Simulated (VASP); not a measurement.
Wanted: the native input for a VASP 6.6.1 run.

| Item | Value |
| --- | --- |
| Task | single point |
| Functional | PBE |
| Potentials or basis | VASP PAW PBE potentials, release 64 (As_d) |
| Cutoff | 600 eV |
| k mesh | 5 × 3 × 4 |
| Occupations | gaussian, width 0.1 eV |
| Spin | no spin polarisation |
| Dipole correction | no |
| Second run | valence_matched |
| Further INCAR settings | ALGO = Normal; EDIFF = 1e-06; NBANDS = 22; ISYM = 0 |

The structure of As lies in POSCAR:

```
As
1.0
    1.8797494575      1.0852738553      3.4857700000
   -1.8797494575      1.0852738553      3.4857700000
    0.0000000000     -2.1705477106      3.4857700000
As
2
Direct
    0.2275400000      0.2275400000      0.2275400000
    0.7724600000      0.7724600000      0.7724600000
```

One way to write it, as run:

INCAR

```
ALGO = Normal
EDIFF = 1E-6
ENCUT = 600
GGA = PE
GGA_COMPAT = F
ISIF = 2
ISMEAR = 0
ISYM = 0
LASPH = T
LCHARG = F
LREAL = F
LWAVE = F
NBANDS = 22
NELM = 120
PREC = Accurate
SIGMA = 0.1
```

KPOINTS

```
k-points
0
Gamma
  5 3 4
```

Potentials or basis: VASP PAW PBE potentials, release 64 (As_d).

The run is started by

```bash
$ cat potpaw_PBE.64/As_d/POTCAR > POTCAR
$ mpirun -np 1 vasp_std > vasp.out
```

It gave:

| Quantity | Value |
| --- | --- |
| Pressure | 3.6 GPa |
| Largest force | 0.366 eV/Å |
| Band gap on the k mesh | zero (band 15 reaches 3.86 eV, above the bottom of band 16 at 3.57 eV) |

Caveat: the k points lie up to 0.67 Å⁻¹ apart.

It used 130 s of CPU time on 1 thread of AMD EPYC 7R13 Processor (Zen 3) (shared host).
